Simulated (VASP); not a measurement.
# Li4Al2Mo (P6/mmm) in VASP: further runs

Runs on Li4Al2Mo. Level: PBE. Tasks: single point, relaxation of cell and atoms.

Everything below comes from runs of VASP 6.6.1. Logs are shortened: lines on timing, memory, paths and dates and some standing lists are left out, and cuts for length are marked.

## 1. The cell of the first run

Symmetry: P6/mmm, No. 191, hexagonal system. The conventional cell has a = 4.211 Å, b = 4.211 Å, c = 6.561 Å, α = 90.00°, β = 90.00°, γ = 120.00°. Li (site symmetry mmm) has 2 Mo at 2.11 Å and 4 Li at 2.11 Å within 2.8 Å. Within 3.3 Å of Li (site symmetry 6/mmm) lie 6 Al at 2.43 Å and 2 Mo at 3.28 Å. Al (site symmetry -6m2) has 3 Li at 2.43 Å and 3 Al at 2.43 Å within 3.2 Å. Within 2.8 Å of Mo (site symmetry 6/mmm) lie 6 Li at 2.11 Å.

The cell was built from a structure type or drawn by symmetry, and may not be a known phase.

## 2. Single point, PBE

Contents of INCAR:

```
SYSTEM = Li4Al2Mo
PREC = Accurate
ENCUT = 520
EDIFF = 1E-6
ISMEAR = 0
SIGMA = 0.1
LREAL = .False.
LASPH = .True.
NELM = 100
ALGO = Normal
ISIF = 2
LWAVE = .False.
LCHARG = .False.
GGA = PE
NBANDS = 25
```

Contents of KPOINTS:

```
regular mesh
0
Gamma
  6 6 4
  0 0 0
```

Contents of POSCAR:

```
Li4Al2Mo
1.0
    4.2105849200      0.0000000000      0.0000000000
   -2.1052924600      3.6464735100      0.0000000000
    0.0000000000      0.0000000000      6.5611725400
Li Al Mo
4 2 1
Direct
    0.5000000000      0.0000000000      0.0000000000
    0.0000000000      0.5000000000      0.0000000000
    0.5000000000      0.5000000000      0.0000000000
    0.0000000000      0.0000000000      0.5000000000
    0.3333333300      0.6666666700      0.5000000000
    0.6666666700      0.3333333300      0.5000000000
    0.0000000000      0.0000000000      0.0000000000
```

Potentials or basis: VASP PAW PBE potentials, release 64 (Li_sv, Al, Mo_sv).

On the command line:

```console
> cat potpaw_PBE.64/Li_sv/POTCAR potpaw_PBE.64/Al/POTCAR potpaw_PBE.64/Mo_sv/POTCAR > POTCAR
> mpirun -np 1 vasp_std > vasp.out
```

OUTCAR:

```text
SYSTEM = Li4Al2Mo
   PREC = Accurate
   ENCUT = 520
   EDIFF = 1E-6
   ISMEAR = 0
   LREAL = .False.
   LASPH = .True.
   NELM = 100
   ISIF = 2
   GGA = PE

 ion  position               nearest neighbor table
   1  0.500  0.000  0.000-   7 2.11   7 2.11   2 2.11   3 2.11   3 2.11   2 2.11
   2  0.000  0.500  0.000-   3 2.11   3 2.11   7 2.11   7 2.11   1 2.11   1 2.11
   3  0.500  0.500  0.000-   2 2.11   2 2.11   7 2.11   1 2.11   1 2.11   7 2.11
   4  0.000  0.000  0.500-   5 2.43   6 2.43   6 2.43   5 2.43   6 2.43   5 2.43
   5  0.333  0.667  0.500-   4 2.43   6 2.43   6 2.43   4 2.43   4 2.43   6 2.43
   6  0.667  0.333  0.500-   4 2.43   5 2.43   5 2.43   4 2.43   4 2.43   5 2.43
   7  0.000  0.000  0.000-   1 2.11   1 2.11   3 2.11   2 2.11   2 2.11   3 2.11

  LATTYP: Found a hexagonal cell.
 ALAT       =     4.2105849200
 C/A-ratio  =     1.5582567897

  Lattice vectors:

 A1 = (   4.2105849200,   0.0000000000,   0.0000000000)
 A2 = (  -2.1052924600,   3.6464735100,   0.0000000000)
 A3 = (   0.0000000000,   0.0000000000,   6.5611725400)

Analysis of symmetry for initial positions (statically):
=====================================================================
 Subroutine PRICEL returns:
 Original cell was already a primitive cell.

 Routine SETGRP: Setting up the symmetry group for a
 hexagonal supercell.

 Subroutine GETGRP returns: Found 24 space group operations
 (whereof 24 operations were pure point group operations)
 out of a pool of 24 trial point group operations.

The static configuration has the point symmetry D_6h.

Analysis of symmetry for dynamics (positions and initial velocities):
=====================================================================
 Subroutine PRICEL returns:
 Original cell was already a primitive cell.

 Routine SETGRP: Setting up the symmetry group for a
 hexagonal supercell.

 Subroutine GETGRP returns: Found 24 space group operations
 (whereof 24 operations were pure point group operations)
 out of a pool of 24 trial point group operations.

The dynamic configuration has the point symmetry D_6h.

 Subroutine INISYM returns: Found 24 space group operations
 (whereof 24 operations are pure point group operations),
 and found     1 'primitive' translations

----------------------------------------------------------------------------------------

                                     Primitive cell

  volume of cell :     100.7388

  direct lattice vectors                    reciprocal lattice vectors
[... 98 lines left out ...]
   NFREE  =      0    steps in history (QN), initial steepest desc. (CG)
   ISIF   =      2    stress and relaxation
   ISYM   =      2    0-nonsym 1-usesym 2-fastsym
   POTIM  = 0.5000    time-step for ionic-motion
   TEBEG  =    0.0;   TEEND  =   0.0 temperature during run
   PSTRESS=    0.0 pullay stress
   NELECT =      32.0000    total number of electrons
   NUPDOWN=      -1.0000    fix difference up-down
   EMIN   =  10.00;   EMAX   =-10.00  energy-range for DOS
   EFERMI =   0.00;   METHOD = LEGACY
   ISMEAR =     0;   SIGMA  =   0.10  broadening in eV -4-tet -1-fermi 0-gaus
   EFERMI_NEDOS =   21; number of points for ismear=-14 and -15
   IALGO  =     38    algorithm
   IMIX   =      4    mixing-type and parameters
     AMIX     =   0.40;   BMIX     =  1.00
     AMIX_MAG =   1.60;   BMIX_MAG =  1.00
  volume/ion in A,a.u.               =      14.39        97.12
  Fermi-wavevector in a.u.,A,eV,Ry     =   1.117015  2.110853 16.976308  1.247723
  Thomas-Fermi vector in A             =   2.253634
   LORBIT       =      0    0 simple, 1 ext, 2 COOP (PROOUT), +10 PAW based schemes
   GGA     = PE    functional components
   LHFCALC =     F    Hartree Fock is set to
   AEXX    =    0.0000 exact exchange contribution
   IVDW    =     0    specifies the selected vdW correction
   LEPSILON=     F    determine dielectric tensor
   LRPA    =     F    only Hartree local field effects (RPA)
 non-spin polarized calculation
 Gauss-broadening in eV      SIGMA  =   0.10
  energy-cutoff  :      520.00
  volume of cell :      100.74
 maximum number of plane-waves:      2730
 NGX is ok and might be reduce to    32
   NGX = 15   NGY = 15   NGZ = 25

 number of electron      31.9999998 magnetization

 Free energy of the ion-electron system (eV)
  ---------------------------------------------------
  ext. energy  EPLUGINS =         0.00000000
  ---------------------------------------------------
  free energy    TOTEN  =       -14.70836945 eV

  energy without entropy =      -14.66987295  energy(sigma->0) =      -14.68912120

 E-fermi :   4.9545     XC(G=0):  -9.5371

 val. band max:        4.9126160925   @ k =   0.3333   0.3333   0.2500
 cond. band min:       4.9593810711   @ k =   0.1667  -0.0000   0.5000
 fundamental gap:      0.0467649786
 Fermi energy:         4.9544789960

 k-point     1 :       0.0000    0.0000    0.0000
  band No.  band energies     occupation
      1     -54.6378      2.00000
      2     -40.8674      2.00000
      3     -40.5943      2.00000
      4     -40.5307      2.00000
      5     -40.5306      2.00000
      6     -28.9582      2.00000
[... 577 lines left out ...]
     24       9.8613      0.00000
     25      10.9638      0.00000

------------------------ aborting loop because EDIFF is reached ----------------------------------------

  FORCE on cell =-STRESS in cart. coord.  units (eV):
  Direction    XX          YY          ZZ          XY          YZ          ZX
  --------------------------------------------------------------------------------------
  -------------------------------------------------------------------------------------
  Total       28.0544417     28.0544418     -8.4073347      0.0000000      0.0000000     -0.0000000
  in kB      446.1853033    446.1853044   -133.7124879      0.0000000      0.0000000     -0.0000000
  external PRESSURE =     252.8860399 kB  Pullay stress =       0.0000000 kB

 VOLUME and BASIS-vectors are now :
 -----------------------------------------------------------------------------
  energy-cutoff  :      520.00
  volume of cell :      100.74
      direct lattice vectors                 reciprocal lattice vectors
     4.210584920  0.000000000  0.000000000     0.237496694  0.137118780  0.000000000
    -2.105292460  3.646473510  0.000000000     0.000000000  0.274237561  0.000000000
     0.000000000  0.000000000  6.561172540     0.000000000  0.000000000  0.152411782

 POSITION                                       TOTAL-FORCE (eV/Angst)
 -----------------------------------------------------------------------------------
      2.10529      0.00000      0.00000         0.000000      0.000000      0.000000
     -1.05265      1.82324      0.00000         0.000000      0.000000      0.000000
      1.05265      1.82324      0.00000         0.000000      0.000000      0.000000
      0.00000      0.00000      3.28059         0.000000      0.000000      0.000000
     -0.00000      2.43098      3.28059         0.000000      0.000000      0.000000
      2.10529      1.21549      3.28059        -0.000000      0.000000      0.000000
      0.00000      0.00000      0.00000         0.000000      0.000000      0.000000
 -----------------------------------------------------------------------------------
    total drift:                                0.000000      0.000000     -0.000000

  FREE ENERGIE OF THE ION-ELECTRON SYSTEM (eV)
  ---------------------------------------------------
  free  energy   TOTEN  =       -14.7083694516 eV

  energy  without entropy=      -14.6698729499  energy(sigma->0) =      -14.68912120
```

stdout:

```text
POSCAR found type information on POSCAR LiAlMo
 POSCAR found :  3 types and       7 ions
 scaLAPACK will be used
 LDA part: xc-table for (Slater+PW92), standard interpolation
 POSCAR, INCAR and KPOINTS ok, starting setup
 FFT: planning ... GRIDC
 FFT: planning ... GRID_SOFT
 FFT: planning ... GRID
 WAVECAR not read
 entering main loop
```

Run time: 50 s. Hardware: 1 thread of Intel Xeon Platinum 8259CL at 2.50GHz (Skylake/Cascade Lake), shared host; peak memory 0.23 GiB.

Results:

```
Free energy            : -14.7084 eV
Band gap on the k mesh : zero (bands 16 and 17 overlap by 0.77 eV)
```

Levels at points of the mesh, in eV from the Fermi level:
```tsv
k point	band 12	band 13	band 14	band 15	band 16	band 17	band 18	band 19	band 20	band 21
(0.00, 0.00, 0.00)	0.01	0.01	0.34	0.34	0.47	0.77	0.77	1.30	1.42	1.42
(0.50, 0.00, 0.00)	-1.60	-1.54	-0.66	-0.57	-0.27	-0.08	0.33	0.76	2.01	2.87
(0.00, 0.00, 0.50)	0.11	0.11	0.22	0.22	0.31	0.47	0.47	1.45	1.93	1.93
(0.50, 0.00, 0.50)	-1.78	-1.37	-1.14	-0.99	-0.57	-0.26	0.40	1.87	3.43	3.72
```

Caveat: the cutoff is under 1.25 times the usual one of these potentials, so pressure, stress and relaxed cells hold a basis-set (Pulay) error.

## 3. Single point, PBE

This run uses another cell than the first one, of 15.47 Å³/atom.

Contents of INCAR:

```
  PREC = Accurate
  ENCUT = 520
  EDIFF = 1E-6
  ISMEAR = 0
  SIGMA = 0.1
  LREAL = F
  LASPH = T
  NELM = 60
  ALGO = Normal
  ISIF = 2
  LWAVE = F
  LCHARG = F
  GGA = PE
  NBANDS = 25
```

Contents of KPOINTS:

```
Automatic mesh
0
Gamma
  6 6 4
```

Contents of POSCAR:

```
Li4Al2Mo
1.0
    5.1065192237      0.0000000000      0.0000000000
   -2.5532596119      4.4223753727      0.0000000000
    0.0000000000      0.0000000000      4.7950817764
Li Al Mo
4 2 1
Direct
    0.5000000000      0.0000000000      0.0000000000
    0.0000000000      0.5000000000      0.0000000000
    0.5000000000      0.5000000000      0.0000000000
    0.0000000000      0.0000000000      0.5000000000
    0.3333333333      0.6666666667      0.5000000000
    0.6666666667      0.3333333333      0.5000000000
    0.0000000000      0.0000000000      0.0000000000
```

Potentials or basis: VASP PAW PBE potentials, release 64 (Li_sv, Al, Mo_sv).

On the command line:

```console
> cat potpaw_PBE.64/Li_sv/POTCAR potpaw_PBE.64/Al/POTCAR potpaw_PBE.64/Mo_sv/POTCAR > POTCAR
> mpirun -np 1 vasp_std > vasp.out
```

Run time: 53 s. Hardware: 1 thread of Intel Xeon Platinum 8259CL at 2.50GHz (Skylake/Cascade Lake), shared host; peak memory 0.25 GiB.

It converged, with:

```
Free energy            : -21.7560 eV
Band gap on the k mesh : zero (bands 16 and 17 overlap by 0.33 eV)
```

Levels at points of the mesh, in eV from the Fermi level:
| k point | band 13 | band 14 | band 15 | band 16 | band 17 | band 18 | band 19 | band 20 |
| --- | --- | --- | --- | --- | --- | --- | --- | --- |
| (0.00, 0.00, 0.00) | -1.26 | -0.62 | -0.09 | -0.09 | 0.08 | 0.08 | 1.07 | 1.16 |
| (0.50, 0.00, 0.00) | -1.66 | -0.44 | -0.42 | -0.16 | 0.34 | 0.57 | 2.08 | 2.18 |
| (0.00, 0.00, 0.50) | -0.53 | -0.53 | -0.34 | -0.28 | -0.26 | -0.26 | -0.17 | 2.10 |
| (0.50, 0.00, 0.50) | -2.24 | -1.23 | -0.35 | -0.35 | 0.28 | 0.73 | 1.35 | 1.73 |

Caveat: the cutoff is under 1.25 times the usual one of these potentials, so pressure, stress and relaxed cells hold a basis-set (Pulay) error.

## 4. Relaxation of cell and atoms, PBE

Contents of INCAR:

```
SYSTEM = Li4Al2Mo
ALGO = Normal
EDIFF = 1E-6
EDIFFG = -0.04
ENCUT = 600
GGA = PE
IBRION = 2
ISIF = 3
ISMEAR = 0
LASPH = .TRUE.
LCHARG = .FALSE.
LREAL = .FALSE.
LWAVE = .FALSE.
NELM = 80
NSW = 90
PREC = Accurate
SIGMA = 0.1
```

Contents of KPOINTS:

```
k-points
0
G
  6 6 4
  0 0 0
```

Contents of POSCAR:

```
Li4Al2Mo
1.0
    4.2105849200      0.0000000000      0.0000000000
   -2.1052924600      3.6464735100      0.0000000000
    0.0000000000      0.0000000000      6.5611725400
Li Al Mo
4 2 1
Direct
    0.5000000000      0.0000000000      0.0000000000
    0.0000000000      0.5000000000      0.0000000000
    0.5000000000      0.5000000000      0.0000000000
    0.0000000000      0.0000000000      0.5000000000
    0.3333333300      0.6666666700      0.5000000000
    0.6666666700      0.3333333300      0.5000000000
    0.0000000000      0.0000000000      0.0000000000
```

On the command line:

```console
> cat potpaw_PBE.64/Li_sv/POTCAR potpaw_PBE.64/Al/POTCAR potpaw_PBE.64/Mo_sv/POTCAR > POTCAR
> mpirun -np 1 vasp_std > vasp.out
```

Wall time 11 min (1 thread of Intel Xeon Platinum 8259CL at 2.50GHz (Skylake/Cascade Lake), shared host); peak memory 0.29 GiB.

It converged, with:

```yaml
Free_energy: -21.6786 eV
Relaxed_volume: 15.19 Å³/atom
Relaxed_cell: a = 5.060 Å, b = 5.060 Å, c = 4.796 Å, α = 90.00°, β = 90.00°, γ = 120.00°
Space_group_after_relaxing_to_0.1_Å: P6/mmm (No. 191)
Energy_gained_by_relaxing: 994.8 meV/atom
Ionic_steps: 14
Pressure_after_relaxing: 0.0 GPa
Band_gap_on_the_k_mesh: zero (bands 16 and 17 overlap by 0.36 eV)
```

The path:
| step | energy change (eV) | largest force (eV/Å) | pressure (GPa) | volume (Å³) |
| --- | --- | --- | --- | --- |
| 1 | 0.0000 | 0.0000 | 25.26 | 100.74 |
| 2 | -5.0588 | 0.0000 | -3.25 | 135.10 |
| 3 | -5.1450 | 0.0000 | -4.45 | 138.94 |
| 4 | -5.1561 | 0.0000 | -6.45 | 146.69 |
| 5 | -5.1737 | 0.0000 | -5.34 | 141.98 |
| 6 | -6.0391 | 0.0000 | -5.54 | 131.21 |
| 7 | -5.4047 | 0.0000 | 6.58 | 97.99 |
| 8 | -6.7021 | 0.0000 | -4.70 | 120.63 |
| 9 | -6.8290 | 0.0000 | -2.13 | 111.29 |
| 10 | -6.8569 | 0.0000 | -3.27 | 114.49 |
| 11 | -6.8583 | 0.0000 | -3.11 | 113.93 |
| 12 | -6.9624 | 0.0000 | -0.01 | 106.33 |
| 13 | -6.9627 | 0.0000 | 0.17 | 105.97 |
| 14 | -6.9639 | 0.0000 | 0.02 | 106.34 |

Final structure:
```
Li Al Mo
1.0
     5.05976    0.00000    0.00000
    -2.52988    4.38188    0.00000
     0.00000    0.00000    4.79636
Li Al Mo
4 2 1
Direct
  0.50000 0.00000 0.00000
  0.00000 0.50000 0.00000
  0.50000 0.50000 0.00000
  0.00000 0.00000 0.50000
  0.33333 0.66667 0.50000
  0.66667 0.33333 0.50000
  0.00000 0.00000 0.00000
```

Levels at points of the mesh, in eV from the Fermi level:
| k point | band 12 | band 13 | band 14 | band 15 | band 16 | band 17 | band 18 | band 19 | band 20 |
| --- | --- | --- | --- | --- | --- | --- | --- | --- | --- |
| (0.00, 0.00, 0.00) | -1.28 | -1.28 | -0.64 | -0.09 | -0.09 | 0.06 | 0.06 | 1.11 | 1.15 |
| (0.50, 0.00, 0.00) | -2.00 | -1.75 | -0.47 | -0.43 | -0.19 | 0.27 | 0.57 | 2.07 | 2.93 |
| (0.00, 0.00, 0.50) | -1.10 | -0.56 | -0.56 | -0.35 | -0.27 | -0.27 | -0.18 | -0.17 | 2.13 |
| (0.50, 0.00, 0.50) | -2.43 | -2.26 | -1.26 | -0.38 | -0.37 | 0.30 | 0.75 | 1.37 | 1.76 |

Caveat: the cutoff is under 1.25 times the usual one of these potentials, so pressure, stress and relaxed cells hold a basis-set (Pulay) error; a cell axis changed by over 15 % at a fixed basis, so the end point is rough.

(Part 1 of 2 ends here.)
